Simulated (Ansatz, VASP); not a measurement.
# One calculation of Al2BAs2, two programs

```
Al B As
1.0
    -2.08875    2.08875    5.19313
     2.08875   -2.08875    5.19313
     2.08875    2.08875   -5.19313
Al B As
2 1 2
Cartesian
  0.0000 0.0000 3.9737
  0.0000 0.0000 6.4125
  0.0000 0.0000 0.0000
  2.0887 0.0000 2.5966
  0.0000 2.0887 2.5966
```

Change from the starting cell: species swapped into the CaZn2Ge2 type (I4/mmm, No. 139).

Alike in both runs: task single point; functional PBE; k mesh 6 × 6 × 6; occupations gaussian, width 0.1 eV; no spin polarisation.

```csv
,VASP,Ansatz
version,VASP 6.6.1,Ansatz 0.2.0
potentials or method,"VASP PAW PBE potentials, release 64 (Al, B, As), cutoff 520 eV","scalar-relativistic, plane waves, PAW"
valence electrons in the cell,19,39
```

Ansatz gave:

- gap on the k mesh at the Fermi level (eV): none
- pressure (GPa): 7.6
- traceless stress, the component that is largest in VASP (GPa): 1.17
- rms of the force components (eV/Å): 0.272

Question: Estimate VASP's values.

Answer: gap on the k mesh at the Fermi level (eV): none; pressure (GPa): 7.8; traceless stress, the component that is largest in VASP (GPa): 1.10; rms of the force components (eV/Å): 0.283.

Atom by atom the forces differ by 0.011 eV/Å (rms over components). A gap of «none» marks a metal or a gap that the smearing closes. VASP's potentials hold 19 valence electrons a cell and Ansatz's 39, so a difference there can come from the potentials and not from the codes.
